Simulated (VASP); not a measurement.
Wanted: the native input for a VASP 6.6.1 run.

| Property | Result |
| --- | --- |
| Task | single point |
| Functional | PBE-based screened hybrid with 50 % exact exchange |
| Potentials or basis | VASP PAW PBE potentials, release 64 (Pb_d, O) |
| Cutoff | 520 eV |
| k mesh | 4 × 4 × 3 |
| Occupations | fermi-dirac, width 0.05 eV |
| Spin | no spin polarisation |
| Dipole correction | no |
| Grid for exact exchange (PRECFOCK) | Normal |
| Share of exact exchange | 0.5 |
| Further INCAR settings | ALGO = Normal; EDIFF = 1e-06; NBANDS = 28 |
| Screening parameter | 0.20787 1/Å |

Crystal: PbO.

```xyz
4
Lattice="3.9900 0.0000 0.0000 0.0000 3.9900 0.0000 0.0000 0.0000 5.0100" Properties=species:S:1:pos:R:3 pbc="T T T"
Pb    1.9950    0.0000    3.8076
Pb    0.0000    1.9950    1.2024
O     1.9950    1.9950    0.0000
O     0.0000    0.0000    0.0000
```

These files were run (other wordings do the same):

POSCAR

```
PbO
1.0
    3.9900000000      0.0000000000      0.0000000000
    0.0000000000      3.9900000000      0.0000000000
    0.0000000000      0.0000000000      5.0100000000
Pb O
2 2
Direct
    0.5000000000      0.0000000000      0.7600000000
    0.0000000000      0.5000000000      0.2400000000
    0.5000000000      0.5000000000      0.0000000000
    0.0000000000      0.0000000000      0.0000000000
```

INCAR.step1

```
ALGO     = Normal         # electronic algorithm
EDIFF    = 1E-5           # SCF threshold, eV
ENCUT    = 520            # plane-wave cutoff, eV
GGA      = PE             # functional
GGA_COMPAT= False        
ISIF     = 2              # what is computed and relaxed
ISMEAR   = -1             # smearing method
LASPH    = True           # aspherical terms in the spheres
LREAL    = False          # projectors in reciprocal space
LWAVE    = True           # write WAVECAR
NBANDS   = 28             # bands
NELM     = 120            # most SCF steps
PREC     = Accurate       # precision mode
SIGMA    = 0.05           # smearing width, eV
```

INCAR.step2

```
AEXX     = 0.5            # exact-exchange fraction
ALGO     = Normal         # electronic algorithm
EDIFF    = 1E-6           # SCF threshold, eV
ENCUT    = 520            # plane-wave cutoff, eV
GGA      = PE             # functional
GGA_COMPAT= False        
HFSCREEN = 0.2078699      # screening, 1/A
ISIF     = 2              # what is computed and relaxed
ISMEAR   = -1             # smearing method
ISTART   = 1            
LASPH    = True           # aspherical terms in the spheres
LCHARG   = True           # write CHGCAR
LELF     = True           # ELF
LHFCALC  = True           # exact exchange
LREAL    = False          # projectors in reciprocal space
LVHAR    = True         
LWAVE    = False          # write WAVECAR
NBANDS   = 28             # bands
NELM     = 120            # most SCF steps
PREC     = Accurate       # precision mode
PRECFOCK = Normal       
SIGMA    = 0.05           # smearing width, eV
```

KPOINTS

```
k-points
0
Gamma
  4 4 3
```

Potentials or basis: VASP PAW PBE potentials, release 64 (Pb_d, O).

The run is started by

```console
$ cat potpaw_PBE.64/Pb_d/POTCAR potpaw_PBE.64/O/POTCAR > POTCAR
$ cp INCAR.step1 INCAR
$ mpirun -np 1 vasp_std > vasp.out
$ cp INCAR.step2 INCAR
$ mpirun -np 1 vasp_std > vasp.out
```

It gave:

- Pressure: -4.2 GPa
- Largest force: 1.147 eV/Å
- Band gap on the k mesh: 2.53 eV (least direct gap 4.21 eV)

Caveat: the cell stands under tension; the PAW data sets were made with another functional, which shifts forces and pressure a little; spin-orbit coupling is left out, which moves the levels of the heavy elements; an odd mesh through Γ misses points on the zone boundary, where band edges can lie.

Wall time 71 min on 1 thread of Intel(R) Xeon(R) Platinum 8375C CPU @ 2.90GHz (Ice Lake), on a shared host, peak memory 0.31 GiB.
